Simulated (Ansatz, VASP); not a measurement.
# N in VASP and in Ansatz

INCAR

```
SYSTEM = N
PREC = Accurate ; ENCUT = 520
EDIFF = 1E-7 ; ISMEAR = 0
SIGMA = 0.05 ; LREAL = .FALSE.
LASPH = .TRUE. ; NELM = 60
ALGO = Normal ; ISIF = 2
LWAVE = .FALSE. ; LCHARG = .FALSE.
GGA = PE ; IVDW = 12
NBANDS = 30
```

The input KPOINTS:

```
regular mesh
0
G
  7 7 2
  0 0 0
```

The input POSCAR:

```
N
1.0
   -3.8165516810      0.0000000000      0.0000000000
   -1.9082758405     -3.3052307106      0.0000000000
    0.0000000000      0.0000000000     19.3290392674
N
8
Direct
    0.3333333333      0.3333333333      0.6998008554
    0.3333333333      0.3333333333      0.3162060202
    0.3333333333      0.3333333333      0.6427810680
    0.3333333333      0.3333333333      0.2591862328
    0.6666666667      0.6666666667      0.1244086025
    0.6666666667      0.6666666667      0.5080034378
    0.6666666667      0.6666666667      0.0673888151
    0.6666666667      0.6666666667      0.4509836504
```

Input for Ansatz:

```yaml
crystal:
  lattice:
    - [-3.816551681, 0.0, 0.0]
    - [-1.9082758405, -3.3052307106, 0.0]
    - [0.0, 0.0, 19.3290392674]
  atoms:
    - { symbol: "N", position: [0.3333333333, 0.3333333333, 0.6998008554] }
    - { symbol: "N", position: [0.3333333333, 0.3333333333, 0.3162060202] }
    - { symbol: "N", position: [0.3333333333, 0.3333333333, 0.642781068] }
    - { symbol: "N", position: [0.3333333333, 0.3333333333, 0.2591862328] }
    - { symbol: "N", position: [0.6666666667, 0.6666666667, 0.1244086025] }
    - { symbol: "N", position: [0.6666666667, 0.6666666667, 0.5080034378] }
    - { symbol: "N", position: [0.6666666667, 0.6666666667, 0.0673888151] }
    - { symbol: "N", position: [0.6666666667, 0.6666666667, 0.4509836504] }
basis:
  ecutwfc: 420
kpoints:
  mp_grid: { grid: [7, 7, 2] }
hamiltonian:
  xc: pbe
  dispersion: d3bj
scf:
  occupations: { method: gaussian, width: 0.05 }
output:
  forces: true
  stress: true
  eigenvalues: true
```

Alike in both runs: task single point; functional PBE; dispersion D3(BJ); k mesh 7 × 7 × 2; occupations gaussian, width 0.05 eV; no spin polarisation.

```csv
,VASP,Ansatz
version,VASP 6.6.1,Ansatz 0.2.0
potentials or method,"VASP PAW PBE potentials, release 64 (N), cutoff 520 eV","scalar-relativistic, plane waves, PAW"
valence electrons in the cell,40,40
```

```csv
,VASP,Ansatz,Ansatz less VASP
gap on the k mesh at the Fermi level (eV),7.25,7.29,+0.042
least direct gap on the mesh (eV),7.31,7.35,+0.043
rms of the force components (eV/Å),1.008,0.004,-1.0034
```

Atom by atom the forces differ by 1.006 eV/Å (rms over components).

Noted on VASP's run: the standard files for N, O and F lose accuracy on very short bonds.
